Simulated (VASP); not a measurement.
Write the native input for VASP 6.6.1 that does the following.

| Item | Value |
| --- | --- |
| Task | single point |
| Functional | PBEsol |
| Dispersion | D3(BJ) |
| Potentials or basis | VASP PAW PBE potentials, release 64 (Cl, Na_pv) |
| Cutoff | 520 eV |
| k mesh | 2 × 2 × 2, shifted |
| Occupations | fermi-dirac, width 0.05 eV |
| Spin | no spin polarisation |
| Dipole correction | no |
| Further INCAR settings | LREAL = Auto; ALGO = Normal; EDIFF = 1e-06; NBANDS = 70 |

The structure of NaCl lies in POSCAR:

```
NaCl
1.0
    0.0000000000      5.6386180000      5.6386180000
    5.6386180000      0.0000000000      5.6386180000
    5.6386180000      5.6386180000      0.0000000000
Cl Na
8 8
Direct
    0.7386810000      0.2378580000      0.2668450000
    0.2563950000      0.7482810000      0.7485410000
    0.2246560000      0.7371190000      0.2734040000
    0.7504750000      0.2601860000      0.7569040000
    0.2528250000      0.2595150000      0.7360440000
    0.7532460000      0.7552720000      0.2472600000
    0.2366030000      0.2444850000      0.2610350000
    0.7532110000      0.7511900000      0.7422990000
    0.0033500000      0.0069370000      0.0012790000
    0.5010640000      0.4919130000      0.4964870000
    0.9921150000      0.0114100000      0.4982130000
    0.4980820000      0.5030410000      0.9996090000
    0.9686020000      0.5361200000      0.0029570000
    0.4857510000      0.9816100000      0.5037760000
    0.5224500000      0.9918460000      0.9982910000
    0.0073940000      0.4808620000      0.4951540000
```

The input as run:

INCAR

```
ALGO = Normal
EDIFF = 1E-6
ENCUT = 520
GGA = PS
ISIF = 2
ISMEAR = -1
IVDW = 12
LASPH = T
LCHARG = F
LREAL = Auto
LWAVE = F
NBANDS = 70
NELM = 100
PREC = Accurate
SIGMA = 0.05
```

KPOINTS

```
Automatic mesh
0
Gamma
  2 2 2
  0.5 0.5 0.5
```

Potentials or basis: VASP PAW PBE potentials, release 64 (Cl, Na_pv).

Run with:

```sh
$ cat potpaw_PBE.64/Cl/POTCAR potpaw_PBE.64/Na_pv/POTCAR > POTCAR
$ mpirun -np 1 vasp_std > vasp.out
```

It gave:

```yaml
Pressure: -1.5 GPa
Largest_force: 0.567 eV/Å
Band_gap_on_the_k_mesh: 5.34 eV
Dispersion_energy_per_atom: -0.192 eV
```

Caveat: the PAW data sets were made with another functional, which shifts forces and pressure a little; a shifted mesh leaves out Γ, where band edges can lie.

Run time: 6.8 min on 1 thread of Intel(R) Xeon(R) 6975P-C (Granite Rapids) (shared host), peak memory 0.59 GiB.
